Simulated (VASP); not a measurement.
# Al in VASP: a series of runs, part 2 of 2

VASP 6.6.1. The steps go on from the part before.

### 4 Single point, PBE+D3(BJ)

The input, INCAR:

```
SYSTEM = Al
PREC     = Accurate       ! precision mode
ENCUT    = 520            ! plane-wave cutoff, eV
EDIFF    = 1E-6           ! SCF threshold, eV
ISMEAR   = -1             ! smearing method
SIGMA    = 0.1            ! smearing width, eV
LREAL    = .False.        ! projectors in reciprocal space
LASPH    = .True.         ! aspherical terms in the spheres
NELM     = 80             ! most SCF steps
ALGO     = Normal         ! electronic algorithm
ISIF     = 2              ! what is computed and relaxed
LWAVE    = .False.        ! write WAVECAR
LCHARG   = .False.        ! write CHGCAR
GGA      = PE             ! functional
IVDW     = 12             ! dispersion correction
NBANDS   = 30             ! bands
```

The input, KPOINTS:

```
Automatic mesh
0
Gamma
  3 3 1
  0 0 0
```

The input, POSCAR:

```
Al
1.0
    5.7275650000      0.0000000000      0.0000000000
    2.8637820000      4.9602170000      0.0000000000
    0.0000000000      0.0000000000     17.6765370000
Al
12
Direct
    0.1666684945      0.1666660955      0.0565721668
    0.6666715499      0.1666660955      0.0565721668
    0.1666709227      0.6666643818      0.0565721668
    0.6666739781      0.6666643818      0.0565721668
   -0.0856992872      0.3114581479      0.1756113202
    0.3807179427      0.3730078745      0.1908688336
   -0.1035025290      0.8634098065      0.1957679833
    0.4238342746      0.8080090044      0.1840349159
    0.0082111648     -0.0141526066      0.3251032711
    0.5786912184     -0.0395950419      0.3211601910
    0.0836571589      0.4403436382      0.3142753583
    0.5194063048      0.5144129783      0.3216863122
```

Potentials or basis: VASP PAW PBE potentials, release 64 (Al).

On the command line:

```
$ cat potpaw_PBE.64/Al/POTCAR > POTCAR
$ mpirun -np 1 vasp_std > vasp.out
```

OUTCAR:

```text
SYSTEM = Al
   PREC = Accurate
   ENCUT = 520
   EDIFF = 1E-6
   ISMEAR = -1
   LREAL = .False.
   LASPH = .True.
   NELM = 80
   ISIF = 2
   GGA = PE
   IVDW = 12
 IVDW          = 12

 ion  position               nearest neighbor table
   1  0.167  0.167  0.057-   5 2.45   4 2.86   2 2.86   3 2.86   3 2.86   2 2.86   4 2.86   8 2.91
                             6 3.16
   2  0.667  0.167  0.057-   6 2.79   1 2.86   3 2.86   4 2.86   4 2.86   3 2.86   1 2.86   5 2.88
                             7 2.92
   3  0.167  0.667  0.057-   6 2.81   7 2.82   4 2.86   2 2.86   1 2.86   1 2.86   2 2.86   4 2.86
                             8 3.02
   4  0.667  0.667  0.057-   8 2.56   5 2.77   1 2.86   3 2.86   2 2.86   2 2.86   3 2.86   1 2.86
                             7 3.25
   5  0.914  0.311  0.176-   1 2.45   7 2.64   4 2.77   8 2.83  11 2.87   6 2.88   2 2.88   8 2.90
                             6 2.91   9 3.12   7 3.13  12 3.24
   6  0.381  0.373  0.191-   8 2.63  11 2.67  12 2.70   2 2.79   7 2.79   3 2.81   5 2.88   5 2.91
                             7 2.94  10 3.08   8 3.12   1 3.16
   7  0.896  0.863  0.196-   9 2.56   5 2.64  10 2.74   6 2.79   3 2.82   8 2.88   8 2.89   2 2.92
                             6 2.94  11 2.97   5 3.13   4 3.25
   8  0.424  0.808  0.184-   4 2.56   6 2.63   5 2.83  12 2.85  10 2.86   7 2.88   7 2.89   5 2.90
                             1 2.91   3 3.02   6 3.12   9 3.24
   9  0.008  0.986  0.325-  10 2.54   7 2.56  12 2.82  11 2.85  12 2.92  11 2.94   5 3.12  10 3.20
                             8 3.24
  10  0.579  0.960  0.321-   9 2.54  12 2.74   7 2.74  11 2.80   8 2.86  11 2.94  12 3.02   6 3.08
                             9 3.20
  11  0.084  0.440  0.314-   6 2.67  12 2.74  10 2.80   9 2.85   5 2.87   9 2.94  10 2.94   7 2.97
                            12 3.04
  12  0.519  0.514  0.322-   6 2.70  11 2.74  10 2.74   9 2.82   8 2.85   9 2.92  10 3.02  11 3.04
                             5 3.24

  LATTYP: Found a hexagonal cell.
 ALAT       =     5.7275649303
 C/A-ratio  =     3.0862220185

  Lattice vectors:

 A1 = (  -2.8637820000,  -4.9602170000,   0.0000000000)
 A2 = (   5.7275650000,   0.0000000000,   0.0000000000)
 A3 = (   0.0000000000,   0.0000000000,  17.6765370000)

Analysis of symmetry for initial positions (statically):
=====================================================================
 Subroutine PRICEL returns:
 Original cell was already a primitive cell.

 Routine SETGRP: Setting up the symmetry group for a
 hexagonal supercell.

 Subroutine GETGRP returns: Found  1 space group operations
 (whereof  1 operations were pure point group operations)
 out of a pool of 24 trial point group operations.

The static configuration has the point symmetry C_1 .

Analysis of symmetry for dynamics (positions and initial velocities):
=====================================================================
 Subroutine PRICEL returns:
 Original cell was already a primitive cell.

 Routine SETGRP: Setting up the symmetry group for a
 hexagonal supercell.

 Subroutine GETGRP returns: Found  1 space group operations
 (whereof  1 operations were pure point group operations)
 out of a pool of 24 trial point group operations.

The dynamic configuration has the point symmetry C_1 .

 Subroutine INISYM returns: Found  1 space group operations
 (whereof  1 operations are pure point group operations),
 and found     1 'primitive' translations

----------------------------------------------------------------------------------------

                                     Primitive cell

  volume of cell :     502.1898

[... 78 lines left out ...]
 SYSTEM =  Al
   PREC   = accura    normal or accurate (medium, high low for compatibility)
   ISTART =      0    job   : 0-new  1-cont  2-samecut
   ICHARG =      2    charge: 1-file 2-atom 10-const
   ISPIN  =      1    spin polarized calculation?
   LNONCOLLINEAR =      F non collinear calculations
   LSORBIT =      F    spin-orbit coupling
   LASPH  =      T    aspherical Exc in radial PAW
   ENCUT  =  520.0 eV  38.22 Ry    6.18 a.u.  10.65 10.65 32.87*2*pi/ulx,y,z
   NELM   =     80;   NELMIN=  2; NELMDL= -5     # of ELM steps
   EDIFF  = 0.1E-05   stopping-criterion for ELM
   LREAL  =      F    real-space projection
   EDIFFG = 0.1E-04   stopping-criterion for IOM
   NSW    =      0    number of steps for IOM
   IBRION =     -1    ionic relax: 0-MD 1-quasi-New 2-CG
   NFREE  =      0    steps in history (QN), initial steepest desc. (CG)
   ISIF   =      2    stress and relaxation
   ISYM   =      2    0-nonsym 1-usesym 2-fastsym
   POTIM  = 0.5000    time-step for ionic-motion
   TEBEG  =    0.0;   TEEND  =   0.0 temperature during run
   PSTRESS=    0.0 pullay stress
   NELECT =      36.0000    total number of electrons
   NUPDOWN=      -1.0000    fix difference up-down
   EMIN   =  10.00;   EMAX   =-10.00  energy-range for DOS
   EFERMI =   0.00;   METHOD = LEGACY
   ISMEAR =    -1;   SIGMA  =   0.10  broadening in eV -4-tet -1-fermi 0-gaus
   EFERMI_NEDOS =   21; number of points for ismear=-14 and -15
   IALGO  =     38    algorithm
   IMIX   =      4    mixing-type and parameters
     AMIX     =   0.40;   BMIX     =  1.00
     AMIX_MAG =   1.60;   BMIX_MAG =  1.00
  volume/ion in A,a.u.               =      41.85       282.41
  Fermi-wavevector in a.u.,A,eV,Ry     =   0.680069  1.285144  6.292612  0.462494
  Thomas-Fermi vector in A             =   1.758452
   LORBIT       =      0    0 simple, 1 ext, 2 COOP (PROOUT), +10 PAW based schemes
   GGA     = PE    functional components
   LHFCALC =     F    Hartree Fock is set to
   AEXX    =    0.0000 exact exchange contribution
   IVDW    =    12    specifies the selected vdW correction
   LEPSILON=     F    determine dielectric tensor
   LRPA    =     F    only Hartree local field effects (RPA)
 non-spin polarized calculation
  energy-cutoff  :      520.00
  volume of cell :      502.19
 maximum number of plane-waves:     13577
 NGX is ok and might be reduce to    42
   NGX = 21   NGY = 21   NGZ = 65

 number of electron      36.0000000 magnetization

 Free energy of the ion-electron system (eV)
  ---------------------------------------------------
  ext. energy  EPLUGINS =         0.00000000
  ---------------------------------------------------
  free energy    TOTEN  =       -41.59944869 eV

  energy without entropy =      -41.37459237  energy(sigma->0) =      -41.48702053

 E-fermi :   0.5936     XC(G=0):  -5.0255

 val. band max:        0.5728392938   @ k =   0.0000   0.0000   0.0000
 cond. band min:       0.6388915939   @ k =   0.3333   0.3333   0.0000
 fundamental gap:      0.0660523000
 Fermi energy:         0.5935689251

 k-point     1 :       0.0000    0.0000    0.0000
  band No.  band energies     occupation
      1      -9.7290      2.00000
      2      -8.0160      2.00000
      3      -5.3905      2.00000
      4      -4.2528      2.00000
      5      -3.9919      2.00000
      6      -3.9518      2.00000
[... 154 lines left out ...]
     29       4.0713      0.00000
     30       4.1512      0.00000

------------------------ aborting loop because EDIFF is reached ----------------------------------------

 Edisp (eV)   -2.73175

 E8    (eV) :    -1.2749

  FORCE on cell =-STRESS in cart. coord.  units (eV):
  Direction    XX          YY          ZZ          XY          YZ          ZX
  --------------------------------------------------------------------------------------
  -------------------------------------------------------------------------------------
  Total      -4.12275    -7.19982     4.64770     0.49127     1.99783    -1.84111
  in kB     -13.15314   -22.97016    14.82795     1.56733     6.37383    -5.87386
  external pressure =       -7.10 kB  Pullay stress =        0.00 kB

 VOLUME and BASIS-vectors are now :
 -----------------------------------------------------------------------------
  energy-cutoff  :      520.00
  volume of cell :      502.19
      direct lattice vectors                 reciprocal lattice vectors
     5.727565000  0.000000000  0.000000000     0.174594265 -0.100802024  0.000000000
     2.863782000  4.960217000  0.000000000     0.000000000  0.201604083  0.000000000
     0.000000000  0.000000000 17.676537000     0.000000000  0.000000000  0.056572167

 POSITION                                       TOTAL-FORCE (eV/Angst)
 -----------------------------------------------------------------------------------
      1.43190      0.82670      1.00000         0.486375     -0.400080     -0.916889
      4.29570      0.82670      1.00000         0.178210     -0.034497     -0.088037
      2.86380      3.30680      1.00000         0.133718      0.069564     -0.105040
      5.72760      3.30680      1.00000         0.213955     -0.189746     -0.609180
      6.12866      1.54490      3.10420        -0.255635      0.677867      1.297538
      3.24880      1.85020      3.37390        -0.277646     -0.836933     -0.175300
      7.60736      4.28270      3.46050        -0.665940     -0.551142     -0.543246
      4.74150      4.00790      3.25310         0.000580      0.814450      0.658228
      2.87028      4.89002      5.74670         1.045730      0.176766      0.300103
      6.06488      4.76382      5.67700        -0.703693      0.180519     -0.133600
      1.74020      2.18420      5.55530        -0.377036      0.309156      0.252721
      4.44810      2.55160      5.68630         0.221381     -0.215924      0.062703
 -----------------------------------------------------------------------------------
    total drift:                                0.000023      0.000000     -0.000002

  FREE ENERGIE OF THE ION-ELECTRON SYSTEM (eV)
  ---------------------------------------------------
  free  energy   TOTEN  =       -44.3311978067 eV

  energy  without entropy=      -44.1063414827  energy(sigma->0) =      -44.21876964
```

It took 1.9 min on 1 thread of Intel Xeon Platinum 8488C (Sapphire Rapids), shared host; peak memory 0.6 GiB.

What came out:

- Free energy: -44.3312 eV
- Largest force: 1.486 eV/Å
- Band gap on the k mesh: zero (bands 18 and 19 overlap by 0.21 eV)
- Dispersion energy per atom: -0.228 eV

Forces on the atoms (eV/Å):
```
Al   0.486 -0.400 -0.917
Al   0.178 -0.034 -0.088
Al   0.134  0.070 -0.105
Al   0.214 -0.190 -0.609
Al  -0.256  0.678  1.298
Al  -0.278 -0.837 -0.175
Al  -0.666 -0.551 -0.543
Al   0.001  0.814  0.658
Al   1.046  0.177  0.300
Al  -0.704  0.181 -0.134
Al  -0.377  0.309  0.253
Al   0.221 -0.216  0.063
```

Caveat: the k points lie up to 0.42 Å⁻¹ apart; there is no dipole correction, which matters where the two faces differ.

### 5 Single point, PBE+D3(BJ)

The input, INCAR:

```
SYSTEM = Al
ALGO = Normal
EDIFF = 1E-6
ENCUT = 520
GGA = PE
ISIF = 2
ISMEAR = -1
IVDW = 12
LASPH = .TRUE.
LCHARG = .FALSE.
LREAL = .FALSE.
LWAVE = .FALSE.
NBANDS = 30
NELM = 100
PREC = Accurate
SIGMA = 0.1
```

The input, KPOINTS:

```
k-points
0
G
  3 3 1
  0 0 0
```

The input, POSCAR:

```
Al
1.0
    5.7275650000      0.0000000000      0.0000000000
    2.8637820000      4.9602170000      0.0000000000
    0.0000000000      0.0000000000     17.6765370000
Al
12
Direct
    0.1666684945      0.1666660955      0.0565721668
    0.6666715499      0.1666660955      0.0565721668
    0.1666709227      0.6666643818      0.0565721668
    0.6666739781      0.6666643818      0.0565721668
   -0.2290292114      0.3081518409      0.1806349287
    0.2406127417      0.2968015311      0.2162357932
   -0.2458453665      0.7785143271      0.2038125454
    0.2319381956      0.8375843234      0.2106012054
   -0.1631564806      0.0385467007      0.3149542243
    0.4583305858     -0.0794118483      0.3422163515
   -0.0247037455      0.4865916148      0.3396253463
    0.4614900660      0.5106833028      0.3764255408
```

On the command line:

```
$ cat potpaw_PBE.64/Al/POTCAR > POTCAR
$ mpirun -np 1 vasp_std > vasp.out
```

Wall time 1.9 min (1 thread of Intel Xeon Platinum 8488C (Sapphire Rapids), shared host); peak memory 0.6 GiB.

It converged, with:

- Free energy: -43.2415 eV
- Largest force: 1.749 eV/Å
- Band gap on the k mesh: zero (bands 18 and 19 overlap by 0.61 eV)
- Dispersion energy per atom: -0.217 eV

Forces on the atoms (eV/Å):
```
Al  -0.110  0.003  0.484
Al  -0.311 -0.203 -0.365
Al   0.021 -0.005  0.605
Al  -0.130 -0.100  0.190
Al  -0.432  0.373  0.475
Al   1.158 -0.016 -0.764
Al   0.049  0.388 -0.361
Al   0.020 -1.075 -0.438
Al   0.629  0.100  0.616
Al   0.163  1.672 -0.486
Al  -0.020 -0.082  0.459
Al  -1.039 -1.054 -0.415
```

Levels at points of the mesh, in eV from the Fermi level:
```
           k point  band 14  band 15  band 16  band 17  band 18  band 19  band 20  band 21  band 22  band 23
(0.00, 0.00, 0.00)    -2.57    -2.26    -1.93    -0.89    -0.60    -0.59    -0.34    -0.29     0.04     0.25
```

Caveat: the k points lie up to 0.42 Å⁻¹ apart, too coarse for converged energies and pressures of a metal; the atoms stand as in a frame of molecular dynamics; there is no dipole correction, which matters where the two faces differ.

### 6 Overview

```csv
cell,gap on the mesh (eV),largest force (eV/Å)
"as given, atomic positions A",none,1.41
"as given, atomic positions B",none,0.91
"as given, atomic positions C",none,1.49
"as given, atomic positions D",none,1.75
```

Alike in all rows: task single point; level PBE+D3(BJ); potentials or basis VASP PAW PBE potentials, release 64 (Al); no spin polarisation; k mesh 3 × 3 × 1; cutoff (eV) 520; smearing fermi-dirac 0.1 eV.

Caveats: all runs use coarse meshes; there is no dipole correction, which matters where the two faces differ; the atoms stand as in a frame of molecular dynamics (at least some runs).

Absolute energies hang on the potentials; compare differences alone.

The gap in the log of VASP goes by the Fermi energy; the results here count the filled bands.